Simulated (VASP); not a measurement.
A run of VASP 6.6.1 is set up as follows.

The input INCAR:

```
SYSTEM = GaCuSe2
PREC = Accurate
ENCUT = 520
EDIFF = 1E-6
ISMEAR = 0
SIGMA = 0.01
LREAL = .False.
LASPH = .True.
NELM = 100
ALGO = Normal
ISIF = 2
LWAVE = .False.
LCHARG = .True.
GGA = PE
LELF = .True.
LVHAR = .True.
NBANDS = 46
```

File KPOINTS:

```
Automatic mesh
0
Gamma
  6 6 6
  0 0 0
```

File POSCAR:

```
GaCuSe2
1.0
   -2.8041298081      2.8041298081      5.5492790672
    2.8041298081     -2.8041298081      5.5492790672
    2.8041298081      2.8041298081     -5.5492790672
Cu Se Ga
2 4 2
Direct
    0.0000000000      0.0000000000      0.0000000000
    0.7500000000      0.2500000000      0.5000000000
    0.3750000000      0.3713580966      0.4963580966
    0.1213580966      0.6250000000     -0.0036419034
    0.8750000000      0.8786419034      0.5036419034
    0.6286419034      0.1250000000      0.0036419034
    0.5000000000      0.5000000000      0.0000000000
    0.2500000000      0.7500000000      0.5000000000
```

Potentials or basis: VASP PAW PBE potentials, release 64 (Cu, Se, Ga_d).

The run is started by

```sh
$ cat potpaw_PBE.64/Cu/POTCAR potpaw_PBE.64/Se/POTCAR potpaw_PBE.64/Ga_d/POTCAR > POTCAR
$ mpirun -np 1 vasp_std > vasp.out
```

(1) Predict the pressure.

(2) Estimate the band gap on the k mesh.

(3) What does it give for the largest force?

Results:

(1) 2.7 GPa.

(2) 0.20 eV.

(3) 0.153 eV/Å.
